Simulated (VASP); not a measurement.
Write the native input for VASP 6.6.1 that does the following.

```yaml
Task: single point
Functional: r2SCAN
Potentials_or_basis: VASP PAW PBE potentials, release 64 (Al, N)
Cutoff: 520 eV
k_mesh: 12 × 12 × 6
Occupations: gaussian, width 0.05 eV
Spin: no spin polarisation
Dipole_correction: no
Further_INCAR_settings: ALGO = Normal; EDIFF = 1e-06; NBANDS = 16
```

The system is AlN.

```
CELL_PARAMETERS angstrom
3.11100 0.00000 0.00000
-1.55550 2.69421 0.00000
0.00000 0.00000 4.97800
ATOMIC_POSITIONS crystal
Al 0.34447 0.68894 0.00000
Al 0.65553 0.31106 0.50000
N 0.32358 0.64715 0.38500
N 0.67642 0.35285 0.88500
```

This cell differs from its parent crystal: atoms displaced along a vibrational mode.

The input as run:

POSCAR

```
AlN
1.0
    3.1110021516      0.0000000000      0.0000000000
   -1.5555010758      2.6942068945      0.0000000000
    0.0000000000      0.0000000000      4.9780000000
Al N
2 2
Direct
    0.3444683356      0.6889366713      0.0000000000
    0.6555316644      0.3110633287      0.5000000000
    0.3235772092      0.6471544184      0.3850000000
    0.6764227908      0.3528455816      0.8850000000
```

INCAR.step1

```
ALGO = Normal
EDIFF = 1E-4
ENCUT = 520
GGA = PE
ISMEAR = 0
LASPH = T
LCHARG = F
LREAL = F
LWAVE = T
NBANDS = 16
NELM = 80
PREC = Accurate
SIGMA = 0.05
```

INCAR.step2

```
ALGO = Normal
EDIFF = 1E-6
ENCUT = 520
ISIF = 2
ISMEAR = 0
ISTART = 1
LASPH = T
LCHARG = F
LMIXTAU = T
LREAL = F
LWAVE = F
METAGGA = R2SCAN
NBANDS = 16
NELM = 80
PREC = Accurate
SIGMA = 0.05
```

KPOINTS

```
k-points
0
Gamma
  12 12 6
```

Potentials or basis: VASP PAW PBE potentials, release 64 (Al, N).

The run is started by

```console
$ cat potpaw_PBE.64/Al/POTCAR potpaw_PBE.64/N/POTCAR > POTCAR
$ cp INCAR.step1 INCAR
$ mpirun -np 1 vasp_std > vasp.out
$ cp INCAR.step2 INCAR
$ mpirun -np 1 vasp_std > vasp.out
```

Results of the run:

| Property | Result |
| --- | --- |
| Pressure | -1.1 GPa |
| Largest force | 0.454 eV/Å |
| Band gap on the k mesh | 4.79 eV |

Caveat: the cell differs from its parent crystal (atoms displaced along a vibrational mode); the PAW data sets were made with another functional, which shifts forces and pressure a little.

Run time: 5.9 min on 1 thread of Intel Xeon 8259CL (shared host), peak memory 0.23 GiB.
